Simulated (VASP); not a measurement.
Write the native input for VASP 6.6.1 that does the following.

```
Task                   : single point
Functional             : r2SCAN
Potentials or basis    : VASP PAW PBE potentials, release 64 (Pb_d)
Cutoff                 : 520 eV
k mesh                 : 12 × 12 × 3
Occupations            : fermi-dirac, width 0.1 eV
Spin                   : no spin polarisation
Dipole correction      : no
Further INCAR settings : ALGO = Normal; EDIFF = 1e-06; NBANDS = 36
```

Pb:

```
Pb
1.0
     3.48877    0.00000    0.00000
    -1.74439    3.02137    0.00000
     0.00000    0.00000   11.30886
Pb
4
Direct
  0.00000 0.00000 0.00000
  0.00000 0.00000 0.50000
  0.33333 0.66667 0.25000
  0.66667 0.33333 0.75000
```

This isn't the form of Pb at room conditions, which is fcc.

The input as run:

POSCAR

```
Pb
1.0
    3.4887744239      0.0000000000      0.0000000000
   -1.7443872120      3.0213672791      0.0000000000
    0.0000000000      0.0000000000     11.3088554809
Pb
4
Direct
    0.0000000000      0.0000000000      1.0000000000
    0.0000000000      0.0000000000      0.5000000000
    0.3333333333      0.6666666667      0.2500000000
    0.6666666667      0.3333333333      0.7500000000
```

INCAR.step1

```
ALGO     = Normal         # electronic algorithm
EDIFF    = 1E-4           # SCF threshold, eV
ENCUT    = 520            # plane-wave cutoff, eV
GGA      = PE             # functional
ISMEAR   = -1             # smearing method
LASPH    = T              # aspherical terms in the spheres
LCHARG   = F              # write CHGCAR
LREAL    = F              # projectors in reciprocal space
LWAVE    = T              # write WAVECAR
NBANDS   = 36             # bands
NELM     = 100            # most SCF steps
PREC     = Accurate       # precision mode
SIGMA    = 0.1            # smearing width, eV
```

INCAR.step2

```
ALGO     = Normal         # electronic algorithm
EDIFF    = 1E-6           # SCF threshold, eV
ENCUT    = 520            # plane-wave cutoff, eV
ISIF     = 2              # what is computed and relaxed
ISMEAR   = -1             # smearing method
ISTART   = 1            
LASPH    = T              # aspherical terms in the spheres
LCHARG   = F              # write CHGCAR
LMIXTAU  = T            
LREAL    = F              # projectors in reciprocal space
LWAVE    = F              # write WAVECAR
METAGGA  = R2SCAN         # meta-GGA
NBANDS   = 36             # bands
NELM     = 100            # most SCF steps
PREC     = Accurate       # precision mode
SIGMA    = 0.1            # smearing width, eV
```

KPOINTS

```
k-points
0
Gamma
  12 12 3
```

Potentials or basis: VASP PAW PBE potentials, release 64 (Pb_d).

Command:

```bash
$ cat potpaw_PBE.64/Pb_d/POTCAR > POTCAR
$ cp INCAR.step1 INCAR
$ mpirun -np 1 vasp_std > vasp.out
$ cp INCAR.step2 INCAR
$ mpirun -np 1 vasp_std > vasp.out
```

It gave:

The pressure is 2.1 GPa and the band gap on the k mesh is zero (bands 28 and 29 overlap by 8.17 eV).

Caveat: the PAW data sets were made with another functional, which shifts forces and pressure a little; spin-orbit coupling is left out, which moves the levels of the heavy elements.

It took 14 min on 1 thread of Intel Xeon 8259CL, with other jobs on the host, peak memory 0.33 GiB.
